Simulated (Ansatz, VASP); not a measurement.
Sn: VASP beside Ansatz

INCAR

```
PREC = Accurate ; ENCUT = 600
EDIFF = 1E-6 ; ISMEAR = -1
SIGMA = 0.15 ; LREAL = False
LASPH = True ; NELM = 80
ALGO = Fast ; ISIF = 3
LWAVE = False ; LCHARG = False
GGA = PS ; IBRION = 2
NSW = 80 ; EDIFFG = -0.001
```

Contents of KPOINTS:

```
regular mesh
0
Gamma
  12 12 12
```

The input POSCAR:

```
Sn
1.0
    0.0000000000      3.2707792813      3.2707792813
    3.2707792813      0.0000000000      3.2707792813
    3.2707792813      3.2707792813      0.0000000000
Sn
2
Direct
    0.5000000000      0.5000000000      0.5000000000
    0.7500000000      0.7500000000      0.7500000000
```

Input for Ansatz:

```yaml
crystal:
  lattice:
    - [0.0, 3.2707792813, 3.2707792813]
    - [3.2707792813, 0.0, 3.2707792813]
    - [3.2707792813, 3.2707792813, 0.0]
  atoms:
    - { symbol: Sn, position: [0.5, 0.5, 0.5] }
    - { symbol: Sn, position: [0.75, 0.75, 0.75] }
basis:
  ecutwfc: 420
kpoints:
  mp_grid: { grid: [12, 12, 12] }
hamiltonian:
  xc: pbesol
scf:
  occupations: { method: fermi_dirac, width: 0.15 }
output:
  forces: true
  stress: true
  eigenvalues: true
relax:
  adjacent_minimum: "off"
  f_tol: 0.001
  max_steps: 60
  cell: { stress_tol: 0.01 }
```

Alike in both runs: task relaxation of cell and atoms; functional PBEsol; k mesh 12 × 12 × 12; occupations fermi-dirac, width 0.15 eV; no spin polarisation.

|  | VASP | Ansatz |
| --- | --- | --- |
| version | VASP 6.6.1 | Ansatz 0.2.0 |
| potentials or method | VASP PAW PBE potentials, release 64 (Sn_d), cutoff 600 eV | scalar-relativistic, plane waves, PAW |
| valence electrons in the cell | 28 | 28 |

Ansatz gave:

| Item | Value |
| --- | --- |
| gap on the k mesh at the Fermi level, each at its own relaxed structure (eV) | none |
| relaxed volume (Å³/atom) | 35.01 |
| relaxed length of the cell vector where the two differ most in proportion (Å) | 4.627 |

Q: What did VASP give for the same quantities?

A: gap on the k mesh at the Fermi level, each at its own relaxed structure (eV): none; relaxed volume (Å³/atom): 34.99; relaxed length of the cell vector where the two differ most in proportion (Å): 4.626.

VASP's potentials were made for PBE, not for PBEsol. A gap of «none» marks a metal or a gap that the smearing closes.
